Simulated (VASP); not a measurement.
Runs of VASP 6.6.1 on VRu. The structure is that of space group Pm-3m (No. 221), or close to it. The cells are those of the table. 

```csv
task,cell,gap on the mesh (eV),pressure (GPa),moment (μB)
single point,"a = 2.728 Å, 2 atoms",none,114.7,0.00
single point,"a = 3.003 Å, 2 atoms",none,-13.6,0.00
electric field gradients,"a = 3.003 Å, 2 atoms",none,-13.6,0.00
single point,"a = 2.899 Å, 2 atoms",none,(a),0.00
```

Alike in all rows: level LDA; potentials or basis VASP PAW LDA potentials, release 64 (V_sv, Ru_pv); spin collinear, ferromagnetic start; k mesh 12 × 12 × 12; cutoff (eV) 520; smearing fermi-dirac 0.05 eV.

Problem. Fill in the values left out.

Solution. (a) 17.5.

Caveats: the moments typed at the start vanished in this run; the cell stands under pressure (at least some runs); an empty level that is flat over the whole mesh can mark a ghost state of the potentials, or a narrow d or f band (at least some runs); the cell stands under tension (at least some runs).

A k mesh can miss the band edges, and the runs leave out spin-orbit coupling on Ru.

A gap of «none» marks levels without a gap at the run's occupations.
